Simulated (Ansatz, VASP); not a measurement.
**One calculation of ZnS, two programs**

```xyz
8
Lattice="3.8480 0.0000 0.0000 -1.9240 3.3325 0.0000 0.0000 0.0000 12.6029" Properties=species:S:1:pos:R:3 pbc="T T T"
Zn    1.9240    1.1108    9.4522
Zn    0.0000    2.2217    3.1507
Zn    0.0000    0.0000    6.3015
Zn    0.0000    0.0000    0.0000
S     1.9240    1.1108   11.8152
S     0.0000    2.2217    5.5138
S     0.0000    0.0000    8.6645
S     0.0000    0.0000    2.3630
```

Alike in both runs: task single point; functional revPBE; dispersion D4; k mesh 8 × 8 × 3; occupations fermi-dirac, width 0.05 eV; no spin polarisation.

|  | VASP | Ansatz |
| --- | --- | --- |
| version | VASP 6.6.1 | Ansatz 0.2.0 |
| potentials or method | VASP PAW PBE potentials, release 64 (Zn, S) | Ansatz PAW |
| plane-wave cutoff (eV) | 520 | 420 |
| valence electrons in the cell | 72 | 72 |

|  | VASP | Ansatz | Ansatz less VASP |
| --- | --- | --- | --- |
| gap on the k mesh at the Fermi level (eV) | 2.17 | 2.17 | -0.001 |
| least direct gap on the mesh (eV) | 2.17 | 2.17 | -0.001 |
| pressure (GPa) | -3.3 | -3.4 | -0.12 |
| traceless stress, the component that is largest in VASP (GPa) | -0.09 | -0.10 | -0.007 |
| rms of the force components (eV/Å) | 0.014 | 0.014 | +0.0008 |

VASP's potentials were made for PBE, not for revPBE. Atom by atom the forces differ by 0.002 eV/Å (rms over components).

Noted on Ansatz's run: odd divisions of the mesh miss points on the zone boundary, where band edges often lie, so the gap on the mesh can be too wide.
